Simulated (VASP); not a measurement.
Set up this calculation in VASP 6.6.1, as the native input.

```yaml
Task: relaxation of cell and atoms
Functional: PBE
Potentials_or_basis: VASP PAW PBE potentials, release 64 (Pt, Se)
Cutoff: 600 eV
k_mesh: 8 × 8 × 8
Occupations: fermi-dirac, width 0.05 eV
Spin: no spin polarisation
Dipole_correction: no
Further_INCAR_settings: ALGO = Normal; EDIFF = 1e-06; IBRION = 2; EDIFFG = -0.01; NSW = 60; ISIF = 3
```

The structure of PtSe lies in POSCAR:

```
PtSe
1.0
    0.0000000000      2.7984111300      2.7984111300
    2.7984111300      0.0000000000      2.7984111300
    2.7984111300      2.7984111300      0.0000000000
Pt Se
1 1
Direct
    0.5000000000      0.5000000000      0.5000000000
    0.0000000000      0.0000000000      0.0000000000
```

The input as run:

INCAR

```
PREC     = Accurate       # precision mode
ENCUT    = 600            # plane-wave cutoff, eV
EDIFF    = 1E-6           # SCF threshold, eV
ISMEAR   = -1             # smearing method
SIGMA    = 0.05           # smearing width, eV
LREAL    = F              # projectors in reciprocal space
LASPH    = T              # aspherical terms in the spheres
NELM     = 100            # most SCF steps
ALGO     = Normal         # electronic algorithm
ISIF     = 3              # what is computed and relaxed
LWAVE    = F              # write WAVECAR
LCHARG   = F              # write CHGCAR
GGA      = PE             # functional
IBRION   = 2              # ionic algorithm
NSW      = 60             # ionic steps
EDIFFG   = -0.01          # ionic threshold
```

KPOINTS

```
Automatic mesh
0
Gamma
  8 8 8
```

Potentials or basis: VASP PAW PBE potentials, release 64 (Pt, Se).

Command:

```bash
$ cat potpaw_PBE.64/Pt/POTCAR potpaw_PBE.64/Se/POTCAR > POTCAR
$ mpirun -np 1 vasp_std > vasp.out
```

It gave:

```
Relaxed volume                         : 18.47 Å³/atom
Relaxed cell                           : a = 3.738 Å, b = 3.738 Å, c = 3.738 Å, α = 60.00°, β = 60.00°, γ = 60.00°
Space group after relaxing (to 0.05 Å) : Fm-3m (No. 225)
Energy gained by relaxing              : 186.8 meV/atom
Ionic steps                            : 4
Pressure after relaxing                : 0.0 GPa
Band gap on the k mesh                 : zero (band 8 reaches 10.39 eV, above the bottom of band 9 at 6.07 eV)
```

Caveat: the volume moved by over 15 % at a fixed basis, so the end points are rough; spin-orbit coupling is left out, which moves the levels of the heavy elements.

Wall time 80 s on 1 thread of Intel Xeon 8259CL, on a shared host, peak memory 0.2 GiB.
